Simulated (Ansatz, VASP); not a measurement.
## MnO: VASP beside Ansatz

File INCAR:

```
PREC = Accurate ; ENCUT = 520
EDIFF = 1E-8 ; ISMEAR = -1
SIGMA = 0.05 ; LREAL = F
LASPH = T ; NELM = 150
ALGO = Normal ; ISIF = 2
LWAVE = F ; LCHARG = F
ISPIN = 2 ; MAGMOM = 4 0
LORBIT = 11 ; LMAXMIX = 4
LEFG = T ; NBANDS = 20
```

The input KPOINTS:

```
Automatic mesh
0
Gamma
  16 16 16
```

File POSCAR:

```
MnO
1.0
    0.0000000000      2.2220000000      2.2664400000
    2.2220000000      0.0000000000      2.2664400000
    2.2220000000      2.2220000000      0.0000000000
Mn O
1 1
Direct
    0.0000000000      0.0000000000      0.0000000000
    0.5000000000      0.5000000000      0.5000000000
```

Input for Ansatz:

```yaml
crystal:
  lattice:
    - [0.0, 2.222, 2.26644]
    - [2.222, 0.0, 2.26644]
    - [2.222, 2.222, 0.0]
  atoms:
    - { symbol: Mn, position: [0.0, 0.0, 0.0], spin: 4.0 }
    - { symbol: O, position: [0.5, 0.5, 0.5] }
magnetization:
  spin_polarized: true
kpoints:
  mp_grid: { grid: [16, 16, 16] }
scf:
  occupations: { method: fermi_dirac, width: 0.05 }
hamiltonian:
  xc: lda
  pseudopotentials: { kind: all_electron, datasets: crystal }
output:
  forces: true
  stress: true
  eigenvalues: true
  efg: { contact_densities: true }
```

Change from the starting cell: zz strain of +2 %, crystal datasets.

Alike in both runs: task electric field gradients; functional LDA; k mesh 16 × 16 × 16; occupations fermi-dirac, width 0.05 eV; collinear spin.

|  | VASP | Ansatz |
| --- | --- | --- |
| version | VASP 6.6.1 | Ansatz 0.2.0 |
| potentials or method | VASP PAW LDA potentials, release 64 (Mn_pv, O), cutoff 520 eV | all-electron PAW with datasets made for the crystal, scalar-relativistic |

|  | VASP | Ansatz | Ansatz less VASP |
| --- | --- | --- | --- |
| pressure (GPa) | -18.5 | -17.6 | +0.89 |
| traceless stress, the component that is largest in VASP (GPa) | 0.74 | 0.75 | +0.014 |
| net moment per atom (μB) | 2.30 | 2.33 | +0.030 |
| size of the moment on the site where the two differ most (μB) | 4.17 | 3.95 | -0.216 |
| size of Vzz on the site where it differs most (V/Å²) | 4.7 | 4.6 | -0.17 |

LDA's correlation is that of Perdew and Zunger in VASP and of Perdew and Wang (1992) in Ansatz. Site moments also hang on the region over which each program counts them. Ansatz ran all-electron here, and VASP with PAW potentials.
